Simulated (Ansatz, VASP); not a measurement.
# Ag in VASP and in Ansatz

```
CELL_PARAMETERS angstrom
0.00000 2.05628 2.05628
2.05628 0.00000 2.05628
2.05628 2.05628 0.00000
ATOMIC_POSITIONS crystal
Ag 0.00000 0.00000 0.00000
```

Change from the starting cell: volume scaled by 1.02.

Alike in both runs: task single point; functional LDA; k mesh 11 × 11 × 11; occupations fermi-dirac, width 0.025 eV; collinear spin.

|  | VASP | Ansatz |
| --- | --- | --- |
| version | VASP 6.6.1 | Ansatz 0.2.0 |
| potentials or method | VASP PAW LDA potentials, release 64 (Ag), cutoff 520 eV | all-electron LAPW, scalar-relativistic |

|  | VASP | Ansatz | Ansatz less VASP |
| --- | --- | --- | --- |
| gap on the k mesh at the Fermi level (eV) | none | none | - |
| pressure (GPa) | -9.3 | -9.4 | -0.15 |
| net moment per atom (μB) | 0.00 | 0.00 | 0.000 |

LDA's correlation is that of Perdew and Zunger in VASP and of Perdew and Wang (1992) in Ansatz. A gap of «none» marks a metal or a gap that the smearing closes. Ansatz ran all-electron here, and VASP with PAW potentials.
